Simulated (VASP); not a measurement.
A run of VASP 6.6.1 is set up as follows.

INCAR

```
PREC = Accurate
ENCUT = 520
EDIFF = 1E-6
ISMEAR = 1
SIGMA = 0.05
LREAL = False
LASPH = True
NELM = 80
ALGO = Normal
ISIF = 2
LWAVE = False
LCHARG = False
GGA = CA
NBANDS = 28
```

KPOINTS

```
regular mesh
0
Gamma
  4 4 4
```

File POSCAR:

```
SrCa3
1.0
    5.4121238733      0.0000000000      0.0000000000
    0.0000000000      5.4121238733      0.0000000000
    0.0000000000      0.0000000000      5.4121238733
Sr Ca
1 3
Direct
    0.0000000000      0.0000000000      0.0000000000
    0.0000000000      0.5000000000      0.5000000000
    0.5000000000      0.0000000000      0.5000000000
    0.5000000000      0.5000000000      0.0000000000
```

Potentials or basis: VASP PAW LDA potentials, release 64 (Sr_sv, Ca_sv).

The run is started by

```console
$ cat potpaw_LDA.64/Sr_sv/POTCAR potpaw_LDA.64/Ca_sv/POTCAR > POTCAR
$ mpirun -np 1 vasp_std > vasp.out
```

(1) Predict the band gap on the k mesh.

(2) Estimate the pressure.

Results:

(1) zero (bands 20 and 21 overlap by 0.30 eV).

(2) 0.3 GPa.
